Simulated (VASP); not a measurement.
Set up this calculation in VASP 6.6.1, as the native input.

| Property | Result |
| --- | --- |
| Task | single point |
| Functional | r2SCAN |
| Potentials or basis | VASP PAW PBE potentials, release 64 (Ti_sv, C) |
| Cutoff | 520 eV |
| k mesh | 18 × 18 × 18 |
| Occupations | gaussian, width 0.15 eV |
| Spin | no spin polarisation |
| Dipole correction | no |
| Further INCAR settings | ALGO = Normal; EDIFF = 1e-07; NBANDS = 15 |

Crystal: TiC.

```xyz
2
Lattice="0.0000 2.0991 2.1640 2.0991 0.0000 2.1640 2.0991 2.0991 0.0000" Properties=species:S:1:pos:R:3 pbc="T T T"
Ti    0.0000    0.0000    0.0000
C     2.0991    2.0991    2.1640
```

This cell differs from its parent crystal: strain -0.030 along x and y, +0.000 along z.

The input as run:

POSCAR

```
TiC
1.0
    0.0000000000      2.0990800000      2.1640000000
    2.0990800000      0.0000000000      2.1640000000
    2.0990800000      2.0990800000      0.0000000000
Ti C
1 1
Direct
    0.0000000000      0.0000000000      0.0000000000
    0.5000000000      0.5000000000      0.5000000000
```

INCAR.step1

```
PREC = Accurate
ENCUT = 520
ISMEAR = 0
SIGMA = 0.15
LREAL = F
LASPH = T
NELM = 60
NBANDS = 15
GGA = PE
ALGO = Normal
EDIFF = 1E-4
LWAVE = T
LCHARG = F
```

INCAR.step2

```
PREC = Accurate
ENCUT = 520
EDIFF = 1E-7
ISMEAR = 0
SIGMA = 0.15
LREAL = F
LASPH = T
NELM = 60
ALGO = Normal
ISIF = 2
LWAVE = F
LCHARG = F
METAGGA = R2SCAN
LMIXTAU = T
NBANDS = 15
ISTART = 1
```

KPOINTS

```
regular mesh
0
Gamma
  18 18 18
```

Potentials or basis: VASP PAW PBE potentials, release 64 (Ti_sv, C).

Launch:

```console
$ cat potpaw_PBE.64/Ti_sv/POTCAR potpaw_PBE.64/C/POTCAR > POTCAR
$ cp INCAR.step1 INCAR
$ mpirun -np 1 vasp_std > vasp.out
$ cp INCAR.step2 INCAR
$ mpirun -np 1 vasp_std > vasp.out
```

It gave:

- Pressure: 19.6 GPa
- Band gap on the k mesh: zero (band 8 reaches 11.24 eV, above the bottom of band 9 at 9.68 eV)

Caveat: the cell differs from its parent crystal (strain -0.030 along x and y, +0.000 along z); the PAW data sets were made with another functional, which shifts forces and pressure a little.

Run time: 5.9 min on 1 thread of Intel(R) Xeon(R) Platinum 8488C (Sapphire Rapids) (shared host), peak memory 0.26 GiB.
